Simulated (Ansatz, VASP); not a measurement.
## CuO in VASP and in Ansatz

Contents of INCAR:

```
PREC = Accurate
ENCUT = 600
EDIFF = 1E-6
ISMEAR = 0
SIGMA = 0.05
LREAL = False
LASPH = True
NELM = 200
ALGO = Normal
ISIF = 2
LWAVE = False
LCHARG = False
ISPIN = 2
MAGMOM = 1 0
LORBIT = 11
LMAXMIX = 4
GGA = CA
NBANDS = 20
GGA_COMPAT = False
```

The input KPOINTS:

```
regular mesh
0
Gamma
  7 7 7
```

The input POSCAR:

```
CuO
1.0
    2.5525506100      0.0000000000      0.0000000000
    0.0000000000      2.5525506100      0.0000000000
    0.0000000000      0.0000000000      2.5525506100
Cu O
1 1
Direct
    0.0000000000      0.0000000000      0.0000000000
    0.5000000000      0.5000000000      0.5000000000
```

Input for Ansatz:

```yaml
crystal:
  lattice:
    - [2.55255061, 0.0, 0.0]
    - [0.0, 2.55255061, 0.0]
    - [0.0, 0.0, 2.55255061]
  atoms:
    - { symbol: Cu, position: [0.0, 0.0, 0.0], spin: 1.0 }
    - { symbol: O, position: [0.5, 0.5, 0.5] }
basis:
  ecutwfc: 420
  ecutrho_ratio: 4
kpoints:
  mp_grid: { grid: [7, 7, 7] }
hamiltonian:
  xc: lda
scf:
  occupations: { method: gaussian, width: 0.05 }
  lower_state_search: "off"
  max_iter: 150
output:
  forces: true
  stress: true
  eigenvalues: true
  populations: true
  hubbard: { sites: [{ site: 0, l: d }] }
magnetization:
  spin_polarized: true
```

Alike in both runs: task single point; functional LDA; k mesh 7 × 7 × 7; occupations gaussian, width 0.05 eV; collinear spin.

|  | VASP | Ansatz |
| --- | --- | --- |
| version | VASP 6.6.1 | Ansatz 0.2.0 |
| potentials or method | VASP PAW LDA potentials, release 64 (Cu, O), cutoff 600 eV | scalar-relativistic, plane waves, PAW |
| valence electrons in the cell | 17 | 25 |

|  | VASP | Ansatz | Ansatz less VASP |
| --- | --- | --- | --- |
| gap on the k mesh at the Fermi level (eV) | none | none | - |
| pressure (GPa) | 1.1 | 3.7 | +2.53 |
| net moment per atom (μB) | 0.00 | 0.48 | +0.482 |
| size of the moment on the site where the two differ most (μB) | 0.00 | 0.51 | +0.512 |

The net moments are unlike, so the other rows may belong to different states. LDA's correlation is that of Perdew and Zunger in VASP and of Perdew and Wang (1992) in Ansatz. Site moments also hang on the region over which each program counts them. A gap of «none» marks a metal or a gap that the smearing closes. VASP's potentials hold 17 valence electrons a cell and Ansatz's 25, so a difference there can come from the potentials and not from the codes.
